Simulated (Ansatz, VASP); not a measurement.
# One calculation of TiAl3, two programs

The input INCAR:

```
SYSTEM = TiAl3
PREC     = Accurate       ! precision mode
ENCUT    = 520            ! plane-wave cutoff, eV
EDIFF    = 1E-7           ! SCF threshold, eV
ISMEAR   = 0              ! smearing method
SIGMA    = 0.15           ! smearing width, eV
LREAL    = .False.        ! projectors in reciprocal space
LASPH    = .True.         ! aspherical terms in the spheres
NELM     = 100            ! most SCF steps
ALGO     = Fast           ! electronic algorithm
ISIF     = 2              ! what is computed and relaxed
LWAVE    = .False.        ! write WAVECAR
LCHARG   = .False.        ! write CHGCAR
GGA      = CA             ! functional
NBANDS   = 18             ! bands
```

KPOINTS

```
regular mesh
0
Gamma
  14 14 14
  0 0 0
```

The input POSCAR:

```
TiAl3
1.0
   -1.8200019252      1.9586795348      4.2417642881
    1.8200019252     -1.9586795348      4.2417642881
    1.8200019252      1.9586795348     -4.2417642881
Ti Al
1 3
Direct
    0.0000000000      0.0000000000      0.0000000000
    0.5000000000      0.5000000000      0.0000000000
    0.7500000000      0.2500000000      0.5000000000
    0.2500000000      0.7500000000      0.5000000000
```

Input for Ansatz:

```yaml
crystal:
  lattice:
    - [-1.8200019252, 1.9586795348, 4.2417642881]
    - [1.8200019252, -1.9586795348, 4.2417642881]
    - [1.8200019252, 1.9586795348, -4.2417642881]
  atoms:
    - { symbol: Ti, position: [0.0, 0.0, 0.0] }
    - { symbol: Al, position: [0.5, 0.5, 0.0] }
    - { symbol: Al, position: [0.75, 0.25, 0.5] }
    - { symbol: Al, position: [0.25, 0.75, 0.5] }
basis:
  ecutwfc: 520.0
kpoints:
  mp_grid: { grid: [14, 14, 14] }
hamiltonian:
  xc: lda
  pseudopotentials: { kind: paw, azcp: { folder: soft_1 } }
scf:
  occupations: { method: gaussian, width: 0.15 }
output:
  forces: true
  stress: true
  eigenvalues: true
  write_density: true
  write_potential: true
  elf: true
  volumetric_format: npy
```

Change from the starting cell: normal strain along x -0.0367, normal strain along y +0.0367.

Alike in both runs: task single point; functional LDA; k mesh 14 × 14 × 14; occupations gaussian, width 0.15 eV; no spin polarisation.

|  | VASP | Ansatz |
| --- | --- | --- |
| version | VASP 6.6.1 | Ansatz 0.2.0 |
| potentials or method | VASP PAW LDA potentials, release 64 (Ti_sv, Al), cutoff 520 eV | scalar-relativistic, plane waves, PAW |
| valence electrons in the cell | 21 | 21 |

Ansatz gave:

| Item | Value |
| --- | --- |
| gap on the k mesh at the Fermi level (eV) | none |
| pressure (GPa) | 0.2 |
| traceless stress, the component that is largest in VASP (GPa) | -4.45 |
| rms of the force components (eV/Å) | 0.022 |

**Question.** Estimate VASP's values.

**Answer.** gap on the k mesh at the Fermi level (eV): none; pressure (GPa): 0.4; traceless stress, the component that is largest in VASP (GPa): -4.46; rms of the force components (eV/Å): 0.022.

Ansatz warns that its potentials were made for another functional, while VASP's fit it. LDA's correlation is that of Perdew and Zunger in VASP and of Perdew and Wang (1992) in Ansatz. Atom by atom the forces differ by 0.000 eV/Å (rms over components). A gap of «none» marks a metal or a gap that the smearing closes.
